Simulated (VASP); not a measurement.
# SiC (k07) (P6_3mc) in VASP: further runs

The runs below take SiC (k07) through single point, with PBEsol.

All numbers are computed with VASP 6.6.1; they aren't measurements. Logs are shortened: lines on timing, memory, paths and dates and some standing lists are left out, and cuts for length are marked.

**1. The cell of the first run**

It takes space group P6_3mc (No. 186, hexagonal). Conventional cell: a = 3.076 Å, b = 3.076 Å, c = 5.048 Å, α = 90.00°, β = 90.00°, γ = 120.00°. Within 2.5 Å of Si (site symmetry 3m) lie 4 C at 1.88 to 1.90 Å. Within 2.5 Å of C (site symmetry 3m) lie 4 Si at 1.88 to 1.90 Å.

**2. Single point, PBEsol**

Contents of INCAR:

```
ALGO     = Normal         # electronic algorithm
EDIFF    = 1E-6           # SCF threshold, eV
ENCUT    = 520            # plane-wave cutoff, eV
GGA      = PS             # functional
ISIF     = 2              # what is computed and relaxed
ISMEAR   = 0              # smearing method
LASPH    = True           # aspherical terms in the spheres
LCHARG   = False          # write CHGCAR
LREAL    = False          # projectors in reciprocal space
LWAVE    = False          # write WAVECAR
NBANDS   = 16             # bands
NELM     = 100            # most SCF steps
PREC     = Accurate       # precision mode
SIGMA    = 0.01           # smearing width, eV
```

Contents of KPOINTS:

```
k-points
0
Gamma
  15 15 8
```

Contents of POSCAR:

```
SiC
1.0
    3.0759807156      0.0000000000      0.0000000000
   -1.5379903578      2.6638774413      0.0000000000
    0.0000000000      0.0000000000      5.0478465815
Si C
2 2
Direct
    0.3333333333      0.6666666667     -0.0004100992
    0.6666666667      0.3333333333      0.4995899008
    0.3333333333      0.6666666667      0.3754100992
    0.6666666667      0.3333333333      0.8754100992
```

Potentials or basis: VASP PAW PBE potentials, release 64 (Si, C).

Launch:

```sh
$ cat potpaw_PBE.64/Si/POTCAR potpaw_PBE.64/C/POTCAR > POTCAR
$ mpirun -np 1 vasp_std > vasp.out
```

OUTCAR:

```text
EDIFF = 1E-6
   ENCUT = 520
   GGA = PS
   ISIF = 2
   ISMEAR = 0
   LASPH = True
   LREAL = False
   NELM = 100
   PREC = Accurate

 ion  position               nearest neighbor table
   1  0.333  0.667  1.000-   4 1.88   4 1.88   4 1.88   3 1.90   2 3.09   2 3.09   2 3.09   2 3.09
                             2 3.09   2 3.09
   2  0.667  0.333  0.500-   3 1.88   3 1.88   3 1.88   4 1.90   1 3.09   1 3.09   1 3.09   1 3.09
                             1 3.09   1 3.09
   3  0.333  0.667  0.375-   2 1.88   2 1.88   2 1.88   1 1.90
   4  0.667  0.333  0.875-   1 1.88   1 1.88   1 1.88   2 1.90

  LATTYP: Found a hexagonal cell.
 ALAT       =     3.0759807156
 C/A-ratio  =     1.6410527400

  Lattice vectors:

 A1 = (   3.0759807156,   0.0000000000,   0.0000000000)
 A2 = (  -1.5379903578,   2.6638774413,   0.0000000000)
 A3 = (   0.0000000000,   0.0000000000,   5.0478465815)

Analysis of symmetry for initial positions (statically):
=====================================================================
 Subroutine PRICEL returns:
 Original cell was already a primitive cell.

 Routine SETGRP: Setting up the symmetry group for a
 hexagonal supercell.

 Subroutine GETGRP returns: Found 12 space group operations
 (whereof  6 operations were pure point group operations)
 out of a pool of 24 trial point group operations.

The static configuration has the point symmetry C_3v.
 The point group associated with its full space group is C_6v.

Analysis of symmetry for dynamics (positions and initial velocities):
=====================================================================
 Subroutine PRICEL returns:
 Original cell was already a primitive cell.

 Routine SETGRP: Setting up the symmetry group for a
 hexagonal supercell.

 Subroutine GETGRP returns: Found 12 space group operations
 (whereof  6 operations were pure point group operations)
 out of a pool of 24 trial point group operations.

The dynamic configuration has the point symmetry C_3v.
 The point group associated with its full space group is C_6v.

 Subroutine INISYM returns: Found 12 space group operations
 (whereof  6 operations are pure point group operations),
 and found     1 'primitive' translations

----------------------------------------------------------------------------------------

                                     Primitive cell

  volume of cell :      41.3622

  direct lattice vectors                    reciprocal lattice vectors
     3.075980716  0.000000000  0.000000000     0.325099567  0.187696323  0.000000000
    -1.537990358  2.663877441  0.000000000     0.000000000  0.375392646  0.000000000
     0.000000000  0.000000000  5.047846581     0.000000000  0.000000000  0.198104278

  length of vectors
     3.075980716  3.075980716  5.047846581     0.375392646  0.375392646  0.198104278

  position of ions in fractional coordinates (direct lattice)
     0.333333333  0.666666667  0.999589901
     0.666666667  0.333333333  0.499589901
     0.333333333  0.666666667  0.375410099
     0.666666667  0.333333333  0.875410099

  ion indices of the primitive-cell ions
   primitive index   ion index
                 1           1
                 2           2
                 3           3
                 4           4

----------------------------------------------------------------------------------------

 KPOINTS: k-points

Automatic generation of k-mesh.
 Grid dimensions read from file:
 generate k-points for:   15   15    8

 Generating k-lattice:

  Cartesian coordinates                     Fractional coordinates (reciprocal lattice)
     0.021673304  0.012513088  0.000000000     0.066666667  0.000000000  0.000000000
     0.000000000  0.025026176  0.000000000     0.000000000  0.066666667  0.000000000
     0.000000000  0.000000000  0.024763035     0.000000000  0.000000000  0.125000000

  Length of vectors
     0.025026176  0.025026176  0.024763035

  Shift w.r.t. Gamma in fractional coordinates (k-lattice)
     0.000000000  0.000000000  0.000000000

 Subroutine IBZKPT returns following result:
 ===========================================

 Found    135 irreducible k-points:

 Following reciprocal coordinates:
            Coordinates               Weight
  0.000000  0.000000  0.000000      1.000000
  0.066667  0.000000  0.000000      6.000000
  0.133333 -0.000000  0.000000      6.000000
  0.200000  0.000000  0.000000      6.000000
  0.266667 -0.000000  0.000000      6.000000
  0.333333  0.000000  0.000000      6.000000
[... 16 lines left out ...]
  0.333333  0.200000  0.000000     12.000000
  0.400000  0.200000  0.000000      6.000000
 [... further k-points ...]
   k-points           NKPTS =    135   k-points in BZ     NKDIM =    135   number of bands    NBANDS=     16
   number of dos      NEDOS =    301   number of ions     NIONS =      4
   total plane-waves  NPLWV =  23040
   dimension x,y,z NGX =    24 NGY =   24 NGZ =   40
   dimension x,y,z NGXF=    48 NGYF=   48 NGZF=   80
   ions per type =               2   2
   NGX,Y,Z   is equivalent  to a cutoff of  12.97, 12.97, 13.17 a.u.
   NGXF,Y,Z  is equivalent  to a cutoff of  25.94, 25.94, 26.35 a.u.
 SYSTEM =  unknown system
   PREC   = accura    normal or accurate (medium, high low for compatibility)
   ISTART =      0    job   : 0-new  1-cont  2-samecut
   ICHARG =      2    charge: 1-file 2-atom 10-const
   ISPIN  =      1    spin polarized calculation?
   LNONCOLLINEAR =      F non collinear calculations
   LSORBIT =      F    spin-orbit coupling
   LASPH  =      T    aspherical Exc in radial PAW
   ENCUT  =  520.0 eV  38.22 Ry    6.18 a.u.   5.72  5.72  9.39*2*pi/ulx,y,z
   NELM   =    100;   NELMIN=  2; NELMDL= -5     # of ELM steps
   EDIFF  = 0.1E-05   stopping-criterion for ELM
   LREAL  =      F    real-space projection
   EDIFFG = 0.1E-04   stopping-criterion for IOM
   NSW    =      0    number of steps for IOM
   IBRION =     -1    ionic relax: 0-MD 1-quasi-New 2-CG
   NFREE  =      0    steps in history (QN), initial steepest desc. (CG)
   ISIF   =      2    stress and relaxation
   ISYM   =      2    0-nonsym 1-usesym 2-fastsym
   POTIM  = 0.5000    time-step for ionic-motion
   TEBEG  =    0.0;   TEEND  =   0.0 temperature during run
   PSTRESS=    0.0 pullay stress
   NELECT =      16.0000    total number of electrons
   NUPDOWN=      -1.0000    fix difference up-down
   EMIN   =  10.00;   EMAX   =-10.00  energy-range for DOS
   EFERMI =   0.00;   METHOD = LEGACY
   ISMEAR =     0;   SIGMA  =   0.01  broadening in eV -4-tet -1-fermi 0-gaus
   EFERMI_NEDOS =   21; number of points for ismear=-14 and -15
   IALGO  =     38    algorithm
   IMIX   =      4    mixing-type and parameters
     AMIX     =   0.40;   BMIX     =  1.00
     AMIX_MAG =   1.60;   BMIX_MAG =  1.00
  volume/ion in A,a.u.               =      10.34        69.78
  Fermi-wavevector in a.u.,A,eV,Ry     =   1.192834  2.254130 19.359103  1.422854
  Thomas-Fermi vector in A             =   2.328863
   LORBIT       =      0    0 simple, 1 ext, 2 COOP (PROOUT), +10 PAW based schemes
   GGA     = PS    functional components
   LHFCALC =     F    Hartree Fock is set to
   AEXX    =    0.0000 exact exchange contribution
   IVDW    =     0    specifies the selected vdW correction
   LEPSILON=     F    determine dielectric tensor
   LRPA    =     F    only Hartree local field effects (RPA)
 non-spin polarized calculation
 Gauss-broadening in eV      SIGMA  =   0.01
  energy-cutoff  :      520.00
  volume of cell :       41.36
 maximum number of plane-waves:      1126
 NGX is ok and might be reduce to    24
   NGX = 11   NGY = 11   NGZ = 19

 number of electron      16.0000000 magnetization

 Free energy of the ion-electron system (eV)
  ---------------------------------------------------
  ext. energy  EPLUGINS =         0.00000000
  ---------------------------------------------------
  free energy    TOTEN  =       -31.82221869 eV

  energy without entropy =      -31.82221869  energy(sigma->0) =      -31.82221869

 E-fermi :   8.2895     XC(G=0): -11.4995

 val. band max:        8.2092350785   @ k =   0.0000   0.0000   0.0000
 cond. band min:      10.3228765900   @ k =   0.3333   0.3333   0.0000
 fundamental gap:      2.1136415115
 Fermi energy:         8.2895451226

 k-point     1 :       0.0000    0.0000    0.0000
  band No.  band energies     occupation
      1      -7.3811      2.00000
      2      -3.7765      2.00000
      3      -0.5540      2.00000
      4       6.8868      2.00000
      5       6.8868      2.00000
      6       8.0965      2.00000
[... 8 lines left out ...]
     15      17.1027      0.00000
     16      19.4283      0.00000

 k-point     2 :       0.0667    0.0000    0.0000
  band No.  band energies     occupation
      1      -7.3036      2.00000
      2      -3.7101      2.00000
      3      -0.4820      2.00000
      4       6.4270      2.00000
      5       6.7455      2.00000
      6       7.9019      2.00000
[... 8 lines left out ...]
     15      17.3008      0.00000
     16      18.7609      0.00000

 k-point     3 :       0.1333   -0.0000    0.0000
  band No.  band energies     occupation
      1      -7.0723      2.00000
      2      -3.5143      2.00000
      3      -0.2694      2.00000
      4       5.3396      2.00000
      5       6.3986      2.00000
      6       7.1279      2.00000
[... 8 lines left out ...]
     15      17.7817      0.00000
     16      17.8730      0.00000

 k-point     4 :       0.2000    0.0000    0.0000
  band No.  band energies     occupation
      1      -6.6912      2.00000
      2      -3.2016      2.00000
      3       0.0707      2.00000
      4       4.0283      2.00000
      5       5.9767      2.00000
      6       6.0909      2.00000
[... 8 lines left out ...]
     15      17.8201      0.00000
     16      18.3319      0.00000

 k-point     5 :       0.2667   -0.0000    0.0000
  band No.  band energies     occupation
      1      -6.1688      2.00000
      2      -2.8034      2.00000
      3       0.4927      2.00000
      4       2.7538      2.00000
      5       4.9568      2.00000
      6       5.5718      2.00000
[... 8 lines left out ...]
     15      18.3064      0.00000
     16      19.1866      0.00000

 k-point     6 :       0.3333    0.0000    0.0000
  band No.  band energies     occupation
      1      -5.5228      2.00000
      2      -2.4048      2.00000
      3       0.7393      2.00000
      4       1.9226      2.00000
      5       3.8307      2.00000
      6       5.2370      2.00000
[... 8 lines left out ...]
     15      19.0451      0.00000
     16      20.1976      0.00000
[... 267 lines left out ...]
 k-point    21 :       0.2000    0.2000    0.0000
  band No.  band energies     occupation
      1      -5.3756      2.00000
      2      -2.3030      2.00000
      3       0.9510      2.00000
      4       2.3804      2.00000
      5       3.1959      2.00000
      6       4.6130      2.00000
[... 8 lines left out ...]
     15      18.8949      0.00000
     16      19.0477      0.00000

 k-point    22 :       0.2667    0.2000    0.0000
  band No.  band energies     occupation
      1      -4.7009      2.00000
      2      -2.0910      2.00000
      3       0.9343      2.00000
      4       2.3357      2.00000
      5       2.6910      2.00000
      6       3.7977      2.00000
[... 8 lines left out ...]
     15      18.6215      0.00000
     16      19.7838      0.00000

 k-point    23 :       0.3333    0.2000    0.0000
  band No.  band energies     occupation
      1      -3.9947      2.00000
      2      -2.2223      2.00000
      3       0.8633      2.00000
      4       2.1563      2.00000
      5       2.8713      2.00000
      6       3.2000      2.00000
[... 8 lines left out ...]
     15      19.1466      0.00000
     16      19.8483      0.00000

 k-point    24 :       0.4000    0.2000    0.0000
  band No.  band energies     occupation
      1      -3.5719      2.00000
      2      -2.4769      2.00000
      3       0.9094      2.00000
      4       2.1462      2.00000
      5       2.5399      2.00000
      6       3.4440      2.00000
[... 8 lines left out ...]
     15      19.2508      0.00000
     16      20.2059      0.00000

 [... further k-points ...]
[... 5 lines left out ...]
  --------------------------------------------------------------------------------------
  -------------------------------------------------------------------------------------
  Total        0.0880961      0.0880961      0.0867489      0.0000000      0.0000000      0.0000000
  in kB        3.4124257      3.4124257      3.3602435      0.0000000      0.0000000      0.0000000
  external PRESSURE =       3.3950316 kB  Pullay stress =       0.0000000 kB

 VOLUME and BASIS-vectors are now :
 -----------------------------------------------------------------------------
  energy-cutoff  :      520.00
  volume of cell :       41.36
      direct lattice vectors                 reciprocal lattice vectors
     3.075980716  0.000000000  0.000000000     0.325099567  0.187696323  0.000000000
    -1.537990358  2.663877441  0.000000000     0.000000000  0.375392646  0.000000000
     0.000000000  0.000000000  5.047846581     0.000000000  0.000000000  0.198104278

 POSITION                                       TOTAL-FORCE (eV/Angst)
 -----------------------------------------------------------------------------------
     -0.00000      1.77592      5.04578         0.000000     -0.000000      0.001324
      1.53799      0.88796      2.52185        -0.000000      0.000000      0.001324
     -0.00000      1.77592      1.89501        -0.000000      0.000000     -0.001324
      1.53799      0.88796      4.41894         0.000000     -0.000000     -0.001324
 -----------------------------------------------------------------------------------
    total drift:                               -0.000000      0.000000     -0.000119

  FREE ENERGIE OF THE ION-ELECTRON SYSTEM (eV)
  ---------------------------------------------------
  free  energy   TOTEN  =       -31.8222186872 eV

  energy  without entropy=      -31.8222186872  energy(sigma->0) =      -31.82221869
```

Wall time 26 s (1 thread of Intel Xeon 6975P-C (Granite Rapids), shared host); peak memory 0.2 GiB.

What came out:

```yaml
Free_energy: -31.8222 eV
Pressure: 0.3 GPa
Band_gap_on_the_k_mesh: 2.11 eV, indirect (least direct gap 3.86 eV)
```

Caveat: the PAW data sets were made with another functional, which shifts forces and pressure a little. As with any semilocal functional, this PBEsol gap is likely too small.

[end of part 1 of 2]
